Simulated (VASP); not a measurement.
# Al2Cu in VASP: further runs, part 2 of 2

VASP 6.6.1.

**4. Relaxation of cell and atoms, PBE**

INCAR

```
SYSTEM = Al2Cu
PREC = Accurate ; ENCUT = 600
EDIFF = 1E-7 ; ISMEAR = 0
SIGMA = 0.1 ; LREAL = .FALSE.
LASPH = .TRUE. ; NELM = 60
ALGO = Fast ; ISIF = 3
LWAVE = .FALSE. ; LCHARG = .FALSE.
GGA = PE ; IBRION = 2
NSW = 100 ; EDIFFG = -0.01
```

KPOINTS

```
regular mesh
0
G
  16 16 16
  0 0 0
```

POSCAR

```
Al2Cu
1.0
   -2.0303375700      2.0303375700      2.8510940100
    2.0303375700     -2.0303375700      2.8510940100
    2.0303375700      2.0303375700     -2.8510940100
Al Cu
2 1
Direct
    0.7500000000      0.2500000000      0.5000000000
    0.2500000000      0.7500000000      0.5000000000
    0.5000000000      0.5000000000      0.0000000000
```

Potentials or basis: VASP PAW PBE potentials, release 64 (Al, Cu).

On the command line:

```sh
$ cat potpaw_PBE.64/Al/POTCAR potpaw_PBE.64/Cu/POTCAR > POTCAR
$ mpirun -np 1 vasp_std > vasp.out
```

OUTCAR:

```text
SYSTEM = Al2Cu
   PREC = Accurate
   ENCUT = 600
   EDIFF = 1E-7
   ISMEAR = 0
   LREAL = .FALSE.
   LASPH = .TRUE.
   NELM = 60
   ISIF = 3
   GGA = PE
   IBRION = 2
   NSW = 100
   EDIFFG = -0.01

 ion  position               nearest neighbor table
   1  0.750  0.250  0.500-   3 2.48   3 2.48   3 2.48   3 2.48   2 2.85   2 2.85   2 2.87   2 2.87
                             2 2.87   2 2.87
   2  0.250  0.750  0.500-   3 2.48   3 2.48   3 2.48   3 2.48   1 2.85   1 2.85   1 2.87   1 2.87
                             1 2.87   1 2.87
   3  0.500  0.500  0.000-   2 2.48   1 2.48   2 2.48   1 2.48   1 2.48   2 2.48   1 2.48   2 2.48

  LATTYP: Found a body centered tetragonal cell.
 ALAT       =     4.0606751400
 C/A-ratio  =     1.4042462949

  Lattice vectors:

 A1 = (  -2.0303375700,   2.0303375700,   2.8510940100)
 A2 = (   2.0303375700,  -2.0303375700,   2.8510940100)
 A3 = (   2.0303375700,   2.0303375700,  -2.8510940100)

Analysis of symmetry for initial positions (statically):
=====================================================================
 Subroutine PRICEL returns:
 Original cell was already a primitive cell.

 Routine SETGRP: Setting up the symmetry group for a
 body centered tetragonal supercell.

 Subroutine GETGRP returns: Found 16 space group operations
 (whereof 16 operations were pure point group operations)
[... 177 lines left out ...]
  in kB       25.9110710     25.9110710     33.4266904      0.0000000     -0.0000000      0.0000000
  external PRESSURE =      28.4162774 kB  Pullay stress =       0.0000000 kB
[... 209 lines left out ...]
--------------------------------------- Ionic step        7  -------------------------------------------

 number of electron      17.0000001 magnetization

 Free energy of the ion-electron system (eV)
  ---------------------------------------------------
  ext. energy  EPLUGINS =         0.00000000
  ---------------------------------------------------
  free energy    TOTEN  =       -11.75077950 eV

  energy without entropy =      -11.74667864  energy(sigma->0) =      -11.74872907

 E-fermi :   6.8823     XC(G=0): -10.3977

 val. band max:        6.8630733361   @ k =  -0.0625   0.1250   0.0625
 cond. band min:       6.8886144990   @ k =  -0.2500   0.3125   0.1875
 fundamental gap:      0.0255411629
 Fermi energy:         6.8822524126

 k-point     1 :       0.0000    0.0000    0.0000
  band No.  band energies     occupation
      1      -3.2285      2.00000
      2       2.3883      2.00000
      3       2.3887      2.00000
      4       2.3887      2.00000
      5       2.9359      2.00000
      6       2.9365      2.00000
      7       9.7185      0.00000
      8       9.7233      0.00000
      9       9.7233      0.00000
     10       9.8026      0.00000
     11       9.8026      0.00000
     12       9.8059      0.00000
[... 331 lines left out ...]
 k-point    24 :      -0.0625    0.0625    0.0000
  band No.  band energies     occupation
      1      -3.1594      2.00000
      2       2.3671      2.00000
      3       2.3987      2.00000
      4       2.3991      2.00000
      5       2.9241      2.00000
      6       2.9421      2.00000
      7       8.7529      0.00000
      8       8.7567      0.00000
      9       9.3185      0.00000
     10       9.5158      0.00000
     11      10.8641      0.00000
     12      10.8686      0.00000

 [... further k-points ...]
[... 5 lines left out ...]
  --------------------------------------------------------------------------------------
  -------------------------------------------------------------------------------------
  Total        0.0071907      0.0071907      0.0193380      0.0000000      0.0000000     -0.0000000
  in kB        0.2378038      0.2378038      0.6395278      0.0000000      0.0000000     -0.0000000
  external PRESSURE =       0.3717118 kB  Pullay stress =       0.0000000 kB
[... 18 lines left out ...]
  FREE ENERGIE OF THE ION-ELECTRON SYSTEM (eV)
  ---------------------------------------------------
  free  energy   TOTEN  =       -11.7507795031 eV

  energy  without entropy=      -11.7466786367  energy(sigma->0) =      -11.74872907

 reached required accuracy - stopping structural energy minimisation
```

Run time: 12 min. Hardware: 1 thread of Intel Xeon 6975P-C (Granite Rapids), shared host; peak memory 0.4 GiB.

What came out:

| Quantity | Value |
| --- | --- |
| Free energy | -11.7508 eV |
| Relaxed volume | 16.15 Å³/atom |
| Relaxed cell | a = 4.092 Å, b = 4.092 Å, c = 4.092 Å, α = 119.99°, β = 119.99°, γ = 90.03° |
| Space group after relaxing (to 0.1 Å) | Fm-3m (No. 225) |
| Energy gained by relaxing | 4.7 meV/atom |
| Ionic steps | 7 |
| Pressure after relaxing | 0.0 GPa |
| Band gap on the k mesh | zero (an odd number of electrons rules out a gap without spin polarisation) |

The path:
```csv
step,energy change (eV),largest force (eV/Å),pressure (GPa),volume (Å³)
1,0.0000,0.0000,2.84,47.01
2,-0.0126,0.0000,-0.86,48.93
3,-0.0139,0.0000,-0.18,48.51
4,-0.0139,0.0000,0.07,48.43
5,-0.0139,0.0000,0.00,48.46
6,-0.0140,0.0000,0.02,48.45
7,-0.0141,0.0000,0.04,48.45
```

Final structure:
```
Al Cu
1.0
    -2.04626    2.04626    2.89256
     2.04626   -2.04626    2.89256
     2.04626    2.04626   -2.89256
Al Cu
2 1
Direct
  0.75000 0.25000 0.50000
  0.25000 0.75000 0.50000
  0.50000 0.50000 0.00000
```

Levels at points of the mesh, in eV from the Fermi level:
| k point | band 5 | band 6 | band 7 | band 8 | band 9 | band 10 | band 11 | band 12 |
| --- | --- | --- | --- | --- | --- | --- | --- | --- |
| (0.00, 0.00, 0.00) | -3.95 | -3.95 | 2.84 | 2.84 | 2.84 | 2.92 | 2.92 | 2.92 |
| (0.50, 0.00, 0.00) | -3.91 | -3.89 | -3.89 | 0.61 | 0.62 | 2.87 | 2.88 | 3.65 |
| (0.50, 0.50, 0.00) | -4.01 | -3.79 | -3.68 | -1.95 | -1.95 | 0.25 | 1.56 | 8.94 |
| (0.50, 0.50, 0.50) | -4.01 | -3.79 | -3.68 | -1.95 | -1.95 | 0.24 | 1.56 | 8.94 |

**5. Summary**

```csv
task,cell,k mesh,cutoff (eV),gap on the mesh (eV),pressure (GPa)
single point,"a = 4.046 Å, angles 119.8, 119.8, 90.4°, 3 atoms",6 × 6 × 6,520,none,2.9
single point,"a = 4.089 Å, angles 120.0, 120.0, 90.0°, 3 atoms",16 × 16 × 16,520,none,0.1
relaxation of cell and atoms,"relaxed from a = 4.046 Å, angles 119.8, 119.8, 90.4°, 3 atoms",16 × 16 × 16,600,none,0.0
```

Alike in all rows: level PBE; potentials or basis VASP PAW PBE potentials, release 64 (Al, Cu); no spin polarisation; smearing gaussian 0.1 eV.

Total energies depend on the potentials used, so only differences within one code and one set of settings carry meaning.

The gap in the log of VASP goes by the Fermi energy; the results here count the filled bands.